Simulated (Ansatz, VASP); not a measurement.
# NbAs in VASP and in Ansatz

```
CELL_PARAMETERS angstrom
0.00000 2.64069 2.64069
2.64069 0.00000 2.64069
2.64069 2.64069 0.00000
ATOMIC_POSITIONS crystal
Nb 0.00000 0.00000 0.00000
As 0.50000 0.50000 0.50000
```

Alike in both runs: functional PBE; k mesh 6 × 6 × 6; occupations gaussian, width 0.2 eV; no spin polarisation.

Ansatz relaxed the structure, and its values are those at the end. VASP's run is a single point on that final structure, the one shown.

```csv
,VASP,Ansatz
version,VASP 6.6.1,Ansatz 0.2.0
potentials or method,"VASP PAW PBE potentials, release 64 (Nb_sv, As), cutoff 500 eV","scalar-relativistic, plane waves, PAW"
valence electrons in the cell,18,28
```

```tsv
	VASP	Ansatz	Ansatz less VASP
gap on the k mesh at the Fermi level (eV)	none	none	-
pressure (GPa)	0.0	-0.1	-0.02
```

A gap of «none» marks a metal or a gap that the smearing closes. The functional is the same, so the differences come from potentials, cutoffs and numerics. VASP's potentials hold 18 valence electrons a cell and Ansatz's 28, so a difference there can come from the potentials and not from the codes.
